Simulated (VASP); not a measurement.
# Si2Mo in VASP: a series of runs

Si2Mo is run at these levels: PBE; tasks: single point.

All numbers are computed with VASP 6.6.1; they aren't measurements. Logs are shortened: lines on timing, memory, paths and dates and some standing lists are left out, and cuts for length are marked.

## 1. The cell of the first run

It takes space group Cmmm (No. 65, orthorhombic). The conventional cell has a = 6.971 Å, b = 6.976 Å, c = 4.753 Å, α = 90.00°, β = 90.00°, γ = 90.00°. Within 3.5 Å of Si (site symmetry m2m) lie 4 Mo at 2.47 Å and 12 Si at 3.42 to 3.49 Å. Within 3.1 Å of Si (site symmetry 2mm) lie 2 Mo at 2.38 Å. Within 3.1 Å of Mo (site symmetry 2mm) lie 6 Si at 2.38 to 2.47 Å.

The cell was built from a structure type or drawn by symmetry, and may not be a known phase.

## 2. Single point, PBE

File INCAR:

```
SYSTEM = Si2Mo
  PREC = Accurate
  ENCUT = 520
  EDIFF = 1E-6
  ISMEAR = 0
  SIGMA = 0.1
  LREAL = .FALSE.
  LASPH = .TRUE.
  NELM = 60
  ALGO = Normal
  ISIF = 2
  LWAVE = .FALSE.
  LCHARG = .FALSE.
  GGA = PE
  NBANDS = 31
```

File KPOINTS:

```
regular mesh
0
G
  4 4 4
  0 0 0
```

File POSCAR:

```
Si2Mo
1.0
    3.4856863011     -3.4881298957      0.0000000000
    3.4856863011      3.4881298957      0.0000000000
    0.0000000000      0.0000000000      4.7531821630
Si Mo
4 2
Direct
    0.2503266400      0.7496733600      0.0000000000
    0.7496733600      0.2503266400      0.0000000000
    0.7519651926      0.7519651926      0.5000000000
    0.2480348074      0.2480348074      0.5000000000
    0.2496781333      0.2496781333      0.0000000000
    0.7503218667      0.7503218667      0.0000000000
```

Potentials or basis: VASP PAW PBE potentials, release 64 (Si, Mo_sv).

Run with:

```bash
$ cat potpaw_PBE.64/Si/POTCAR potpaw_PBE.64/Mo_sv/POTCAR > POTCAR
$ mpirun -np 1 vasp_std > vasp.out
```

OUTCAR:

```text
SYSTEM = Si2Mo
   PREC = Accurate
   ENCUT = 520
   EDIFF = 1E-6
   ISMEAR = 0
   LREAL = .FALSE.
   LASPH = .TRUE.
   NELM = 60
   ISIF = 2
   GGA = PE

 ion  position               nearest neighbor table
   1  0.250  0.750  0.000-   5 2.47   6 2.47   5 2.47   6 2.47
   2  0.750  0.250  0.000-   5 2.47   6 2.47   5 2.47   6 2.47
   3  0.752  0.752  0.500-   6 2.38   6 2.38
   4  0.248  0.248  0.500-   5 2.38   5 2.38
   5  0.250  0.250  0.000-   4 2.38   4 2.38   1 2.47   2 2.47   1 2.47   2 2.47   6 3.48   6 3.49
                             6 3.49   6 3.49
   6  0.750  0.750  0.000-   3 2.38   3 2.38   1 2.47   2 2.47   1 2.47   2 2.47   5 3.48   5 3.49
                             5 3.49   5 3.49

  LATTYP: Found a base centered orthorhombic cell.
 ALAT       =     6.9713726022
 B/A-ratio  =     1.0007010369
 C/A-ratio  =     0.6818143907

  Lattice vectors:

 A1 = (   3.4856863011,  -3.4881298957,   0.0000000000)
 A2 = (   3.4856863011,   3.4881298957,   0.0000000000)
 A3 = (   0.0000000000,   0.0000000000,   4.7531821630)

Analysis of symmetry for initial positions (statically):
=====================================================================
 Subroutine PRICEL returns:
 Original cell was already a primitive cell.

 Routine SETGRP: Setting up the symmetry group for a
 base centered orthorhombic supercell.

 Subroutine GETGRP returns: Found  8 space group operations
 (whereof  8 operations were pure point group operations)
 out of a pool of  8 trial point group operations.

The static configuration has the point symmetry D_2h.

Analysis of symmetry for dynamics (positions and initial velocities):
=====================================================================
 Subroutine PRICEL returns:
 Original cell was already a primitive cell.

 Routine SETGRP: Setting up the symmetry group for a
 base centered orthorhombic supercell.

 Subroutine GETGRP returns: Found  8 space group operations
 (whereof  8 operations were pure point group operations)
 out of a pool of  8 trial point group operations.

The dynamic configuration has the point symmetry D_2h.

 Subroutine INISYM returns: Found  8 space group operations
 (whereof  8 operations are pure point group operations),
 and found     1 'primitive' translations

----------------------------------------------------------------------------------------

                                     Primitive cell

  volume of cell :     115.5834

  direct lattice vectors                    reciprocal lattice vectors
     3.485686301 -3.488129896  0.000000000     0.143443775 -0.143343286  0.000000000
     3.485686301  3.488129896  0.000000000     0.143443775  0.143343286  0.000000000
     0.000000000  0.000000000  4.753182163     0.000000000  0.000000000  0.210385373

  length of vectors
     4.931233026  4.931233026  4.753182163     0.202789087  0.202789087  0.210385373

  position of ions in fractional coordinates (direct lattice)
     0.250326640  0.749673360  0.000000000
     0.749673360  0.250326640  0.000000000
     0.751965193  0.751965193  0.500000000
     0.248034807  0.248034807  0.500000000
     0.249678133  0.249678133  0.000000000
     0.750321867  0.750321867  0.000000000

  ion indices of the primitive-cell ions
   primitive index   ion index
                 1           1
                 2           2
                 3           3
                 4           4
                 5           5
                 6           6

----------------------------------------------------------------------------------------

 KPOINTS: regular mesh

Automatic generation of k-mesh.
 Grid dimensions read from file:
 generate k-points for:    4    4    4

 Generating k-lattice:

  Cartesian coordinates                     Fractional coordinates (reciprocal lattice)
     0.035860944 -0.035835821  0.000000000     0.250000000  0.000000000  0.000000000
     0.035860944  0.035835821  0.000000000     0.000000000  0.250000000  0.000000000
     0.000000000  0.000000000  0.052596343     0.000000000  0.000000000  0.250000000

  Length of vectors
     0.050697272  0.050697272  0.052596343

  Shift w.r.t. Gamma in fractional coordinates (k-lattice)
     0.000000000  0.000000000  0.000000000

 Subroutine IBZKPT returns following result:
 ===========================================

 Found     21 irreducible k-points:

 Following reciprocal coordinates:
            Coordinates               Weight
  0.000000  0.000000  0.000000      1.000000
  0.250000  0.000000  0.000000      4.000000
  0.500000  0.000000  0.000000      2.000000
  0.250000  0.250000  0.000000      2.000000
  0.500000  0.250000  0.000000      4.000000
 -0.250000  0.250000  0.000000      2.000000
[... 13 lines left out ...]
 -0.250000  0.250000  0.500000      2.000000
  0.500000  0.500000  0.500000      1.000000
   k-points           NKPTS =     21   k-points in BZ     NKDIM =     21   number of bands    NBANDS=     31
   number of dos      NEDOS =    301   number of ions     NIONS =      6
   total plane-waves  NPLWV =  57600
   dimension x,y,z NGX =    40 NGY =   40 NGZ =   36
   dimension x,y,z NGXF=    80 NGYF=   80 NGZF=   72
   ions per type =               4   2
   NGX,Y,Z   is equivalent  to a cutoff of  13.49, 13.49, 12.59 a.u.
   NGXF,Y,Z  is equivalent  to a cutoff of  26.97, 26.97, 25.18 a.u.
 SYSTEM =  Si2Mo
   PREC   = accura    normal or accurate (medium, high low for compatibility)
   ISTART =      0    job   : 0-new  1-cont  2-samecut
   ICHARG =      2    charge: 1-file 2-atom 10-const
   ISPIN  =      1    spin polarized calculation?
   LNONCOLLINEAR =      F non collinear calculations
   LSORBIT =      F    spin-orbit coupling
   LASPH  =      T    aspherical Exc in radial PAW
   ENCUT  =  520.0 eV  38.22 Ry    6.18 a.u.   9.17  9.17  8.84*2*pi/ulx,y,z
   NELM   =     60;   NELMIN=  2; NELMDL= -5     # of ELM steps
   EDIFF  = 0.1E-05   stopping-criterion for ELM
   LREAL  =      F    real-space projection
   EDIFFG = 0.1E-04   stopping-criterion for IOM
   NSW    =      0    number of steps for IOM
   IBRION =     -1    ionic relax: 0-MD 1-quasi-New 2-CG
   NFREE  =      0    steps in history (QN), initial steepest desc. (CG)
   ISIF   =      2    stress and relaxation
   ISYM   =      2    0-nonsym 1-usesym 2-fastsym
   POTIM  = 0.5000    time-step for ionic-motion
   TEBEG  =    0.0;   TEEND  =   0.0 temperature during run
   PSTRESS=    0.0 pullay stress
   NELECT =      44.0000    total number of electrons
   NUPDOWN=      -1.0000    fix difference up-down
   EMIN   =  10.00;   EMAX   =-10.00  energy-range for DOS
   EFERMI =   0.00;   METHOD = LEGACY
   ISMEAR =     0;   SIGMA  =   0.10  broadening in eV -4-tet -1-fermi 0-gaus
   EFERMI_NEDOS =   21; number of points for ismear=-14 and -15
   IALGO  =     38    algorithm
   IMIX   =      4    mixing-type and parameters
     AMIX     =   0.40;   BMIX     =  1.00
     AMIX_MAG =   1.60;   BMIX_MAG =  1.00
  volume/ion in A,a.u.               =      19.26       130.00
  Fermi-wavevector in a.u.,A,eV,Ry     =   1.186480  2.242123 19.153409  1.407736
  Thomas-Fermi vector in A             =   2.322652
   LORBIT       =      0    0 simple, 1 ext, 2 COOP (PROOUT), +10 PAW based schemes
   GGA     = PE    functional components
   LHFCALC =     F    Hartree Fock is set to
   AEXX    =    0.0000 exact exchange contribution
   IVDW    =     0    specifies the selected vdW correction
   LEPSILON=     F    determine dielectric tensor
   LRPA    =     F    only Hartree local field effects (RPA)
 non-spin polarized calculation
 Gauss-broadening in eV      SIGMA  =   0.10
  energy-cutoff  :      520.00
  volume of cell :      115.58
 maximum number of plane-waves:      3152
 NGX is ok and might be reduce to    40
   NGX = 19   NGY = 19   NGZ = 17

 number of electron      44.0000000 magnetization

 Free energy of the ion-electron system (eV)
  ---------------------------------------------------
  ext. energy  EPLUGINS =         0.00000000
  ---------------------------------------------------
  free energy    TOTEN  =       -41.07902723 eV

  energy without entropy =      -41.06291523  energy(sigma->0) =      -41.07097123

 E-fermi :   7.4364     XC(G=0): -10.4733

 val. band max:        7.4360507962   @ k =  -0.2500   0.2500   0.0000
 cond. band min:       7.4373897049   @ k =   0.5000   0.0000   0.0000
 fundamental gap:      0.0013389087
 Fermi energy:         7.4364160024

 k-point     1 :       0.0000    0.0000    0.0000
  band No.  band energies     occupation
      1     -53.1577      2.00000
      2     -53.1459      2.00000
      3     -27.4824      2.00000
      4     -27.4821      2.00000
      5     -27.3884      2.00000
      6     -27.3873      2.00000
[... 23 lines left out ...]
     30       9.4250      0.00000
     31      10.0076      0.00000

 k-point     2 :       0.2500    0.0000    0.0000
  band No.  band energies     occupation
      1     -53.1559      2.00000
      2     -53.1475      2.00000
      3     -27.4708      2.00000
      4     -27.4685      2.00000
      5     -27.4042      2.00000
      6     -27.4017      2.00000
[... 23 lines left out ...]
     30       9.9000      0.00000
     31      10.9377      0.00000

 k-point     3 :       0.5000    0.0000    0.0000
  band No.  band energies     occupation
      1     -53.1517      2.00000
      2     -53.1516      2.00000
      3     -27.4401      2.00000
      4     -27.4398      2.00000
      5     -27.4356      2.00000
      6     -27.4348      2.00000
[... 23 lines left out ...]
     30      10.7263      0.00000
     31      10.8912      0.00000

 k-point     4 :       0.2500    0.2500    0.0000
  band No.  band energies     occupation
      1     -53.1546      2.00000
      2     -53.1487      2.00000
      3     -27.4918      2.00000
      4     -27.4444      2.00000
      5     -27.4300      2.00000
      6     -27.3834      2.00000
[... 23 lines left out ...]
     30      10.7881      0.00000
     31      10.8787      0.00000

 k-point     5 :       0.5000    0.2500    0.0000
  band No.  band energies     occupation
      1     -53.1516      2.00000
      2     -53.1515      2.00000
      3     -27.4823      2.00000
      4     -27.4818      2.00000
      5     -27.3954      2.00000
      6     -27.3945      2.00000
[... 23 lines left out ...]
     30      11.0520      0.00000
     31      11.1623      0.00000
[... 440 lines left out ...]
     30      11.8097      0.00000
     31      12.4018      0.00000

 k-point    19 :       0.5000    0.2500    0.5000
  band No.  band energies     occupation
      1     -53.1514      2.00000
      2     -53.1513      2.00000
      3     -27.4821      2.00000
      4     -27.4816      2.00000
      5     -27.3954      2.00000
      6     -27.3944      2.00000
[... 23 lines left out ...]
     30      11.9965      0.00000
     31      12.6165      0.00000

 k-point    20 :      -0.2500    0.2500    0.5000
  band No.  band energies     occupation
      1     -53.1544      2.00000
      2     -53.1484      2.00000
      3     -27.4913      2.00000
      4     -27.4450      2.00000
      5     -27.4306      2.00000
      6     -27.3823      2.00000
[... 23 lines left out ...]
     30      11.8148      0.00000
     31      12.3926      0.00000

 k-point    21 :       0.5000    0.5000    0.5000
  band No.  band energies     occupation
      1     -53.1513      2.00000
      2     -53.1512      2.00000
      3     -27.5010      2.00000
      4     -27.5006      2.00000
      5     -27.3784      2.00000
      6     -27.3774      2.00000
[... 23 lines left out ...]
     30      12.8603      0.00000
     31      13.4536      0.00000

------------------------ aborting loop because EDIFF is reached ----------------------------------------

  FORCE on cell =-STRESS in cart. coord.  units (eV):
  Direction    XX          YY          ZZ          XY          YZ          ZX
  --------------------------------------------------------------------------------------
  -------------------------------------------------------------------------------------
  Total        0.2039022      0.1649684      0.1961019     -0.0000000      0.0000000      0.0000000
  in kB        2.8264225      2.2867349      2.7182977     -0.0000000      0.0000000      0.0000000
  external PRESSURE =       2.6104851 kB  Pullay stress =       0.0000000 kB

 VOLUME and BASIS-vectors are now :
 -----------------------------------------------------------------------------
  energy-cutoff  :      520.00
  volume of cell :      115.58
      direct lattice vectors                 reciprocal lattice vectors
     3.485686301 -3.488129896  0.000000000     0.143443775 -0.143343286  0.000000000
     3.485686301  3.488129896  0.000000000     0.143443775  0.143343286  0.000000000
     0.000000000  0.000000000  4.753182163     0.000000000  0.000000000  0.210385373

 POSITION                                       TOTAL-FORCE (eV/Angst)
 -----------------------------------------------------------------------------------
      3.48569      1.74179      0.00000        -0.000000      0.000017     -0.000000
      3.48569     -1.74179      0.00000        -0.000000     -0.000017      0.000000
      5.24223      0.00000      2.37659        -0.008854      0.000000     -0.000000
      1.72914      0.00000      2.37659         0.008854      0.000000      0.000000
      1.74060      0.00000      0.00000         0.006364      0.000000      0.000000
      5.23077      0.00000      0.00000        -0.006364      0.000000     -0.000000
 -----------------------------------------------------------------------------------
    total drift:                                0.000000      0.000000     -0.000000

  FREE ENERGIE OF THE ION-ELECTRON SYSTEM (eV)
  ---------------------------------------------------
  free  energy   TOTEN  =       -41.0790272329 eV

  energy  without entropy=      -41.0629152287  energy(sigma->0) =      -41.07097123
```

Run time: 75 s. Hardware: 1 thread of Intel Xeon Platinum 8375C at 2.90GHz (Ice Lake), shared host; peak memory 0.25 GiB.

Results:

* Free energy: -41.0790 eV
* Pressure: 0.3 GPa
* Largest force: 0.009 eV/Å
* Band gap on the k mesh: zero (bands 22 and 23 overlap by 1.31 eV)

Forces in eV/Å, atoms in the order of the input:
```
Si   0.000  0.000  0.000
Si   0.000  0.000  0.000
Si  -0.009  0.000  0.000
Si   0.009  0.000  0.000
Mo   0.006  0.000  0.000
Mo  -0.006  0.000  0.000
```

[end of part 1 of 2]
